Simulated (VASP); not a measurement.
A run of VASP 6.6.1 is set up as follows.

INCAR

```
SYSTEM = Cs2Ga
PREC = Accurate
ENCUT = 500
EDIFF = 1E-6
ISMEAR = 0
SIGMA = 0.1
LREAL = .FALSE.
LASPH = .TRUE.
NELM = 120
ALGO = Normal
ISIF = 2
LWAVE = .FALSE.
LCHARG = .FALSE.
GGA = PE
NBANDS = 22
GGA_COMPAT = .FALSE.
```

File KPOINTS:

```
regular mesh
0
G
  6 6 4
  0 0 0
```

File POSCAR:

```
Cs2Ga
1.0
    6.7164897634      0.0000000000      0.0000000000
   -3.3582448817      5.8166507593      0.0000000000
    0.0000000000      0.0000000000      3.9557230876
Cs Ga
2 1
Direct
    0.3333333333      0.6666666667      0.5000000000
    0.6666666667      0.3333333333      0.5000000000
    0.0000000000      0.0000000000      0.0000000000
```

Potentials or basis: VASP PAW PBE potentials, release 64 (Cs_sv, Ga_d).

The run is started by

```sh
$ cat potpaw_PBE.64/Cs_sv/POTCAR potpaw_PBE.64/Ga_d/POTCAR > POTCAR
$ mpirun -np 1 vasp_std > vasp.out
```

**Question.** What does it give for the band gap on the k mesh?

**Answer.** Zero (an odd number of electrons rules out a gap without spin polarisation).

**Question.** Estimate the pressure.

**Answer.** 0.1 GPa.

Stress tensor (GPa, compression positive):
```
0.18 0.00 0.00
0.00 0.18 0.00
0.00 0.00 0.06
```

Caveat: the k points lie up to 0.40 Å⁻¹ apart, too coarse for converged energies and pressures of a metal; spin-orbit coupling is left out, which moves the levels of the heavy elements.
